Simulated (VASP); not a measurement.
# KI: single point with r2SCAN

Crystal: KI.

```
K I
1.0
     0.00000    3.57966    3.57966
     3.57966    0.00000    3.57966
     3.57966    3.57966    0.00000
K I
1 1
Cartesian
  0.0000 0.0000 0.0000
  3.5797 3.5797 3.5797
```

This cell differs from its parent crystal: volume changed by +3%.

* Program: VASP 6.6.1
* Task: single point
* Functional: r2SCAN
* Potentials or basis: VASP PAW PBE potentials, release 64 (K_sv, I)
* Cutoff: 520 eV
* k mesh: 6 × 6 × 6
* Occupations: gaussian, width 0.01 eV
* Spin: no spin polarisation

```json
{
 "Pressure": "-0.3 GPa",
 "Band gap on the k mesh": "4.51 eV, direct"
}
```

Levels at points of the mesh, in eV from the valence-band top:
```tsv
k point	band 4	band 5	band 6	band 7	band 8	band 9	band 10	band 11	band 12	band 13
(0.00, 0.00, 0.00)	-12.44	-10.75	0.00	0.00	0.00	4.51	7.07	7.07	7.07	7.89
(0.50, 0.00, 0.00)	-12.44	-10.51	-1.23	-0.30	-0.30	5.98	8.21	8.69	8.69	9.36
(0.50, 0.50, 0.00)	-12.45	-10.62	-0.96	-0.35	-0.35	5.44	6.40	8.80	9.24	9.42
```

Wall time 3.9 min on 1 thread of AMD EPYC 7R13, with other jobs on the host, peak memory 0.23 GiB.

Caveat: the PAW data sets were made with another functional, which shifts forces and pressure a little; spin-orbit coupling is left out, which moves the levels of the heavy elements.
